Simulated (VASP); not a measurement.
# MnS: single point with PBE

MnS:

```
Mn S
1.0
     0.00000    2.91334    2.91334
     2.91334    0.00000    2.91334
     2.91334    2.91334    0.00000
Mn S
1 1
Direct
  0.00000 0.00000 0.00000
  0.25000 0.25000 0.25000
```

| Property | Result |
| --- | --- |
| Program | VASP 6.6.1 |
| Task | single point |
| Functional | PBE |
| Potentials or basis | VASP PAW PBE potentials, release 64 (Mn_pv, S) |
| Cutoff | 520 eV |
| k mesh | 14 × 14 × 14 |
| Occupations | gaussian, width 0.1 eV |
| Spin | collinear spin, ferromagnetic start |
| Starting moments | [4.63, 0.14] μB |

```
Pressure                                              : -4.6 GPa
Band gap on the k mesh                                : 0.41 eV (least direct gap 0.68 eV)
Net moment                                            : 5.00 μB per cell
Site moments                                          : Mn +4.42; S +0.08 μB
Valence electrons inside the program's atomic spheres : Mn 11.28; S 3.72
```

Levels at points of the mesh, in eV from the valence-band top:
Spin up:
| k point | band 10 | band 11 | band 12 | band 13 | band 14 | band 15 |
| --- | --- | --- | --- | --- | --- | --- |
| (0.00, 0.00, 0.00) | 0.00 | 0.00 | 0.00 | 0.68 | 5.78 | 5.78 |
| (0.50, 0.00, 0.00) | -2.85 | -0.84 | -0.84 | 2.69 | 6.18 | 6.18 |
| (0.50, 0.50, 0.00) | -2.66 | -2.05 | -2.05 | 2.76 | 4.14 | 8.40 |
Spin down:
```
           k point  band 4  band 5  band 6  band 7  band 8  band 9  band 10  band 11
(0.00, 0.00, 0.00)  -12.93   -2.81   -2.81   -2.81    1.05    1.05     1.73     2.83
(0.50, 0.00, 0.00)  -12.44   -4.49   -2.77   -2.77    1.10    1.15     1.15     2.05
(0.50, 0.50, 0.00)  -12.28   -4.42   -2.90   -2.90    0.43    1.05     1.39     1.46
```

Wall time 3.8 min on 1 thread of Intel Xeon 8259CL (shared host), peak memory 0.31 GiB.

Caveat: the cell stands under tension; a cell with one magnetic atom can't hold antiferromagnetic order, which such compounds often take. A k mesh can miss the band edges.
